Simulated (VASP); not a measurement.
# AlNi3 (Pm-3m) in VASP: further runs

Runs on AlNi3. Level: PBE. Tasks: single point.

Program: VASP 6.6.1. These are calculated values, not measurements. Logs are shortened: lines on timing, memory, paths and dates and some standing lists are left out, and cuts for length are marked.

### Step 1. The cell of the first run

Symmetry: Pm-3m, No. 221, cubic system. The conventional cell has a = 3.271 Å, b = 3.271 Å, c = 3.271 Å, α = 90.00°, β = 90.00°, γ = 90.00°. Within 3.1 Å of Al (site symmetry m-3m) lie 12 Ni at 2.31 Å. Within 3.1 Å of Ni (site symmetry 4/mmm) lie 4 Al at 2.31 Å and 8 Ni at 2.31 Å.

### Step 2. Single point, PBE (volume scaled by 0.8)

Input file INCAR:

```
SYSTEM = AlNi3
PREC = Accurate
ENCUT = 520
EDIFF = 1E-6
ISMEAR = -1
SIGMA = 0.03
LREAL = .FALSE.
LASPH = .TRUE.
NELM = 60
ALGO = Normal
ISIF = 2
LWAVE = .FALSE.
LCHARG = .FALSE.
GGA = PE
NBANDS = 24
```

Input file KPOINTS:

```
regular mesh
0
G
  10 10 10
  0 0 0
```

Input file POSCAR:

```
AlNi3
1.0
    3.2705142959      0.0000000000      0.0000000000
    0.0000000000      3.2705142959      0.0000000000
    0.0000000000      0.0000000000      3.2705142959
Al Ni
1 3
Direct
    0.0000000000      0.0000000000      0.0000000000
    0.0000000000      0.5000000000      0.5000000000
    0.5000000000      0.0000000000      0.5000000000
    0.5000000000      0.5000000000      0.0000000000
```

Potentials or basis: VASP PAW PBE potentials, release 64 (Al, Ni).

Run with:

```bash
cat potpaw_PBE.64/Al/POTCAR potpaw_PBE.64/Ni/POTCAR > POTCAR
mpirun -np 1 vasp_std > vasp.out
```

OUTCAR:

```text
SYSTEM = AlNi3
   PREC = Accurate
   ENCUT = 520
   EDIFF = 1E-6
   ISMEAR = -1
   LREAL = .FALSE.
   LASPH = .TRUE.
   NELM = 60
   ISIF = 2
   GGA = PE

 ion  position               nearest neighbor table
   1  0.000  0.000  0.000-   2 2.31   3 2.31   4 2.31   2 2.31   3 2.31   2 2.31   4 2.31   2 2.31
                             3 2.31   4 2.31   3 2.31   4 2.31
   2  0.000  0.500  0.500-   1 2.31   3 2.31   4 2.31   1 2.31   4 2.31   1 2.31   3 2.31   1 2.31
                             3 2.31   4 2.31   4 2.31   3 2.31
   3  0.500  0.000  0.500-   1 2.31   2 2.31   4 2.31   1 2.31   4 2.31   2 2.31   4 2.31   4 2.31
                             1 2.31   2 2.31   1 2.31   2 2.31
   4  0.500  0.500  0.000-   1 2.31   2 2.31   3 2.31   2 2.31   3 2.31   1 2.31   3 2.31   3 2.31
                             1 2.31   2 2.31   2 2.31   1 2.31

  LATTYP: Found a simple cubic cell.
 ALAT       =     3.2705142959

  Lattice vectors:

 A1 = (   3.2705142959,   0.0000000000,   0.0000000000)
 A2 = (   0.0000000000,   3.2705142959,   0.0000000000)
 A3 = (   0.0000000000,   0.0000000000,   3.2705142959)

Analysis of symmetry for initial positions (statically):
=====================================================================
 Subroutine PRICEL returns:
 Original cell was already a primitive cell.

 Routine SETGRP: Setting up the symmetry group for a
 simple cubic supercell.

 Subroutine GETGRP returns: Found 48 space group operations
[... 9 lines left out ...]

 Routine SETGRP: Setting up the symmetry group for a
 simple cubic supercell.

 Subroutine GETGRP returns: Found 48 space group operations
[... 11 lines left out ...]
                                     Primitive cell

  volume of cell :      34.9823

  direct lattice vectors                    reciprocal lattice vectors
     3.270514296  0.000000000  0.000000000     0.305762308  0.000000000  0.000000000
     0.000000000  3.270514296  0.000000000     0.000000000  0.305762308  0.000000000
     0.000000000  0.000000000  3.270514296     0.000000000  0.000000000  0.305762308

  length of vectors
     3.270514296  3.270514296  3.270514296     0.305762308  0.305762308  0.305762308

  position of ions in fractional coordinates (direct lattice)
     0.000000000  0.000000000  0.000000000
     0.000000000  0.500000000  0.500000000
     0.500000000  0.000000000  0.500000000
     0.500000000  0.500000000  0.000000000

  ion indices of the primitive-cell ions
   primitive index   ion index
                 1           1
                 2           2
                 3           3
                 4           4

----------------------------------------------------------------------------------------

 KPOINTS: regular mesh

Automatic generation of k-mesh.
 Grid dimensions read from file:
 generate k-points for:   10   10   10

 Generating k-lattice:

  Cartesian coordinates                     Fractional coordinates (reciprocal lattice)
     0.030576231  0.000000000  0.000000000     0.100000000  0.000000000  0.000000000
     0.000000000  0.030576231  0.000000000     0.000000000  0.100000000  0.000000000
     0.000000000  0.000000000  0.030576231     0.000000000  0.000000000  0.100000000

  Length of vectors
     0.030576231  0.030576231  0.030576231

  Shift w.r.t. Gamma in fractional coordinates (k-lattice)
     0.000000000  0.000000000  0.000000000

 Subroutine IBZKPT returns following result:
 ===========================================

 Found     56 irreducible k-points:

 Following reciprocal coordinates:
            Coordinates               Weight
  0.000000  0.000000  0.000000      1.000000
  0.100000  0.000000  0.000000      6.000000
  0.200000  0.000000  0.000000      6.000000
  0.300000  0.000000  0.000000      6.000000
  0.400000  0.000000  0.000000      6.000000
  0.500000  0.000000  0.000000      3.000000
[... 16 lines left out ...]
  0.200000  0.100000  0.100000     24.000000
  0.300000  0.100000  0.100000     24.000000
 [... further k-points ...]
   k-points           NKPTS =     56   k-points in BZ     NKDIM =     56   number of bands    NBANDS=     24
   number of dos      NEDOS =    301   number of ions     NIONS =      4
   total plane-waves  NPLWV =  13824
   dimension x,y,z NGX =    24 NGY =   24 NGZ =   24
   dimension x,y,z NGXF=    48 NGYF=   48 NGZF=   48
   ions per type =               1   3
   NGX,Y,Z   is equivalent  to a cutoff of  12.20, 12.20, 12.20 a.u.
   NGXF,Y,Z  is equivalent  to a cutoff of  24.40, 24.40, 24.40 a.u.
 SYSTEM =  AlNi3
   PREC   = accura    normal or accurate (medium, high low for compatibility)
   ISTART =      0    job   : 0-new  1-cont  2-samecut
   ICHARG =      2    charge: 1-file 2-atom 10-const
   ISPIN  =      1    spin polarized calculation?
   LNONCOLLINEAR =      F non collinear calculations
   LSORBIT =      F    spin-orbit coupling
   LASPH  =      T    aspherical Exc in radial PAW
   ENCUT  =  520.0 eV  38.22 Ry    6.18 a.u.   6.08  6.08  6.08*2*pi/ulx,y,z
   NELM   =     60;   NELMIN=  2; NELMDL= -5     # of ELM steps
   EDIFF  = 0.1E-05   stopping-criterion for ELM
   LREAL  =      F    real-space projection
   EDIFFG = 0.1E-04   stopping-criterion for IOM
   NSW    =      0    number of steps for IOM
   IBRION =     -1    ionic relax: 0-MD 1-quasi-New 2-CG
   NFREE  =      0    steps in history (QN), initial steepest desc. (CG)
   ISIF   =      2    stress and relaxation
   ISYM   =      2    0-nonsym 1-usesym 2-fastsym
   POTIM  = 0.5000    time-step for ionic-motion
   TEBEG  =    0.0;   TEEND  =   0.0 temperature during run
   PSTRESS=    0.0 pullay stress
   NELECT =      33.0000    total number of electrons
   NUPDOWN=      -1.0000    fix difference up-down
   EMIN   =  10.00;   EMAX   =-10.00  energy-range for DOS
   EFERMI =   0.00;   METHOD = LEGACY
   ISMEAR =    -1;   SIGMA  =   0.03  broadening in eV -4-tet -1-fermi 0-gaus
   EFERMI_NEDOS =   21; number of points for ismear=-14 and -15
   IALGO  =     38    algorithm
   IMIX   =      4    mixing-type and parameters
     AMIX     =   0.40;   BMIX     =  1.00
     AMIX_MAG =   1.60;   BMIX_MAG =  1.00
  volume/ion in A,a.u.               =       8.75        59.02
  Fermi-wavevector in a.u.,A,eV,Ry     =   1.605573  3.034093 35.073984  2.577865
  Thomas-Fermi vector in A             =   2.701898
   LORBIT       =      0    0 simple, 1 ext, 2 COOP (PROOUT), +10 PAW based schemes
   GGA     = PE    functional components
[... 5 lines left out ...]
 non-spin polarized calculation
  energy-cutoff  :      520.00
  volume of cell :       34.98
 maximum number of plane-waves:       968
   NGX = 13   NGY = 13   NGZ = 13

 number of electron      33.0000079 magnetization

 Free energy of the ion-electron system (eV)
  ---------------------------------------------------
  ext. energy  EPLUGINS =         0.00000000
  ---------------------------------------------------
  free energy    TOTEN  =       -19.73629044 eV

  energy without entropy =      -19.72483192  energy(sigma->0) =      -19.73056118

 E-fermi :  13.3949     XC(G=0): -14.1172

 val. band max:       13.3934146223   @ k =   0.4000   0.4000   0.4000
 cond. band min:      13.4001248366   @ k =   0.3000   0.2000   0.1000
 fundamental gap:      0.0067102143
 Fermi energy:        13.3949174909

 k-point     1 :       0.0000    0.0000    0.0000
  band No.  band energies     occupation
      1       1.5772      2.00000
      2       7.4029      2.00000
      3       8.3334      2.00000
      4       8.3334      2.00000
      5       8.8817      2.00000
      6       8.8817      2.00000
[... 16 lines left out ...]
     23      27.9742      0.00000
     24      27.9742      0.00000

 k-point     2 :       0.1000    0.0000    0.0000
  band No.  band energies     occupation
      1       1.7250      2.00000
      2       7.4664      2.00000
      3       8.2656      2.00000
      4       8.4378      2.00000
      5       8.9146      2.00000
      6       8.9146      2.00000
[... 16 lines left out ...]
     23      27.2542      0.00000
     24      27.2542      0.00000

 k-point     3 :       0.2000    0.0000    0.0000
  band No.  band energies     occupation
      1       2.1623      2.00000
      2       7.5634      2.00000
      3       8.0794      2.00000
      4       8.7345      2.00000
      5       9.0082      2.00000
      6       9.0082      2.00000
[... 16 lines left out ...]
     23      25.4516      0.00000
     24      25.4516      0.00000

 k-point     4 :       0.3000    0.0000    0.0000
  band No.  band energies     occupation
      1       2.8685      2.00000
      2       7.1325      2.00000
      3       8.1530      2.00000
      4       9.1441      2.00000
      5       9.1441      2.00000
      6       9.1670      2.00000
[... 16 lines left out ...]
     23      23.5872      0.00000
     24      25.2200      0.00000

 k-point     5 :       0.4000    0.0000    0.0000
  band No.  band energies     occupation
      1       3.7977      2.00000
      2       6.1648      2.00000
      3       8.4023      2.00000
      4       9.2804      2.00000
      5       9.2804      2.00000
      6       9.3764      2.00000
[... 16 lines left out ...]
     23      23.2270      0.00000
     24      24.5280      0.00000

 k-point     6 :       0.5000    0.0000    0.0000
  band No.  band energies     occupation
      1       4.6463      2.00000
      2       5.2696      2.00000
      3       8.5179      2.00000
      4       9.3425      2.00000
      5       9.3425      2.00000
      6       9.4500      2.00000
[... 16 lines left out ...]
     23      23.5297      0.00000
     24      24.0660      0.00000
[... 379 lines left out ...]
 k-point    21 :       0.5000    0.5000    0.0000
  band No.  band energies     occupation
      1       6.7518      2.00000
      2       7.2432      2.00000
      3       7.2432      2.00000
      4       9.1483      2.00000
      5       9.1742      2.00000
      6       9.8265      2.00000
[... 16 lines left out ...]
     23      23.7261      0.00000
     24      26.6385      0.00000

 k-point    22 :       0.1000    0.1000    0.1000
  band No.  band energies     occupation
      1       2.0173      2.00000
      2       7.5980      2.00000
      3       8.3899      2.00000
      4       8.3899      2.00000
      5       8.8688      2.00000
      6       9.0428      2.00000
[... 16 lines left out ...]
     23      25.9299      0.00000
     24      26.2179      0.00000

 k-point    23 :       0.2000    0.1000    0.1000
  band No.  band energies     occupation
      1       2.4476      2.00000
      2       7.7168      2.00000
      3       8.1970      2.00000
      4       8.6809      2.00000
      5       8.8877      2.00000
      6       9.1327      2.00000
[... 16 lines left out ...]
     23      24.5725      0.00000
     24      25.2490      0.00000

 k-point    24 :       0.3000    0.1000    0.1000
  band No.  band energies     occupation
      1       3.1416      2.00000
      2       7.3219      2.00000
      3       8.2576      2.00000
      4       8.9614      2.00000
      5       9.0736      2.00000
      6       9.3000      2.00000
[... 16 lines left out ...]
     23      23.8301      0.00000
     24      26.1609      0.00000

 [... further k-points ...]

------------------------ aborting loop because EDIFF is reached ----------------------------------------

  FORCE on cell =-STRESS in cart. coord.  units (eV):
  Direction    XX          YY          ZZ          XY          YZ          ZX
  --------------------------------------------------------------------------------------
  -------------------------------------------------------------------------------------
  Total       18.5426391     18.5426391     18.5426391     -0.0000000     -0.0000000      0.0000000
  in kB      849.2469046    849.2469046    849.2469046     -0.0000000     -0.0000000      0.0000000
  external PRESSURE =     849.2469046 kB  Pullay stress =       0.0000000 kB

 VOLUME and BASIS-vectors are now :
 -----------------------------------------------------------------------------
  energy-cutoff  :      520.00
  volume of cell :       34.98
      direct lattice vectors                 reciprocal lattice vectors
     3.270514296  0.000000000  0.000000000     0.305762308  0.000000000  0.000000000
     0.000000000  3.270514296  0.000000000     0.000000000  0.305762308  0.000000000
     0.000000000  0.000000000  3.270514296     0.000000000  0.000000000  0.305762308

 POSITION                                       TOTAL-FORCE (eV/Angst)
 -----------------------------------------------------------------------------------
      0.00000      0.00000      0.00000         0.000000      0.000000      0.000000
      0.00000      1.63526      1.63526         0.000000      0.000000      0.000000
      1.63526      0.00000      1.63526         0.000000      0.000000      0.000000
      1.63526      1.63526      0.00000         0.000000      0.000000      0.000000
 -----------------------------------------------------------------------------------
    total drift:                                0.000000     -0.000000     -0.000000

  FREE ENERGIE OF THE ION-ELECTRON SYSTEM (eV)
  ---------------------------------------------------
  free  energy   TOTEN  =       -19.7362904400 eV

  energy  without entropy=      -19.7248319202  energy(sigma->0) =      -19.73056118
```

Wall time 27 s (1 thread of AMD EPYC 9R14 (Zen 4), shared host); peak memory 0.13 GiB.

What came out:

```yaml
Free_energy: -19.7363 eV
Pressure: 84.9 GPa
```

Levels at points of the mesh, in eV from the Fermi level:
| k point | band 15 | band 16 | band 17 | band 18 | band 19 | band 20 |
| --- | --- | --- | --- | --- | --- | --- |
| (0.00, 0.00, 0.00) | 0.28 | 0.28 | 0.97 | 0.97 | 0.97 | 8.15 |
| (0.50, 0.00, 0.00) | -1.26 | -0.52 | 0.28 | 6.55 | 6.55 | 7.01 |
| (0.50, 0.50, 0.00) | -1.17 | -1.07 | -0.71 | 1.47 | 1.47 | 9.52 |
| (0.50, 0.50, 0.50) | -1.34 | -0.57 | -0.02 | -0.02 | -0.02 | 5.34 |

### Step 3. Single point, PBE (volume scaled by 0.86)

Input file INCAR:

```
SYSTEM = AlNi3
PREC     = Accurate       ! precision mode
ENCUT    = 520            ! plane-wave cutoff, eV
EDIFF    = 1E-6           ! SCF threshold, eV
ISMEAR   = -1             ! smearing method
SIGMA    = 0.03           ! smearing width, eV
LREAL    = .FALSE.        ! projectors in reciprocal space
LASPH    = .TRUE.         ! aspherical terms in the spheres
NELM     = 80             ! most SCF steps
ALGO     = Normal         ! electronic algorithm
ISIF     = 2              ! what is computed and relaxed
LWAVE    = .FALSE.        ! write WAVECAR
LCHARG   = .TRUE.         ! write CHGCAR
GGA      = PE             ! functional
LELF     = .TRUE.         ! ELF
LVHAR    = .TRUE.       
NBANDS   = 24             ! bands
```

KPOINTS is that of step 2.

Input file POSCAR:

```
AlNi3
1.0
    3.3503142144      0.0000000000      0.0000000000
    0.0000000000      3.3503142144      0.0000000000
    0.0000000000      0.0000000000      3.3503142144
Al Ni
1 3
Direct
    0.0000000000      0.0000000000      0.0000000000
    0.0000000000      0.5000000000      0.5000000000
    0.5000000000      0.0000000000      0.5000000000
    0.5000000000      0.5000000000      0.0000000000
```

Potentials or basis: VASP PAW PBE potentials, release 64 (Al, Ni).

Run with:

```bash
cat potpaw_PBE.64/Al/POTCAR potpaw_PBE.64/Ni/POTCAR > POTCAR
mpirun -np 1 vasp_std > vasp.out
```

Wall time 39 s (1 thread of AMD EPYC 9R14 (Zen 4), shared host); peak memory 0.15 GiB.

It converged, with:

* Free energy: -20.8385 eV
* Pressure: 51.9 GPa

Levels at points of the mesh, in eV from the Fermi level:
| k point | band 13 | band 14 | band 15 | band 16 | band 17 | band 18 | band 19 | band 20 | band 21 | band 22 |
| --- | --- | --- | --- | --- | --- | --- | --- | --- | --- | --- |
| (0.00, 0.00, 0.00) | -0.08 | 0.25 | 0.25 | 0.25 | 0.94 | 0.94 | 0.94 | 7.70 | 7.70 | 9.19 |
| (0.50, 0.00, 0.00) | -1.32 | -1.32 | -1.13 | -0.47 | 0.25 | 6.27 | 6.27 | 6.56 | 6.56 | 7.15 |
| (0.50, 0.50, 0.00) | -1.53 | -1.39 | -1.05 | -0.95 | -0.62 | 1.33 | 1.33 | 9.13 | 9.13 | 9.67 |
| (0.50, 0.50, 0.50) | -1.54 | -1.20 | -1.20 | -0.45 | -0.02 | -0.02 | -0.02 | 4.75 | 5.12 | 5.12 |
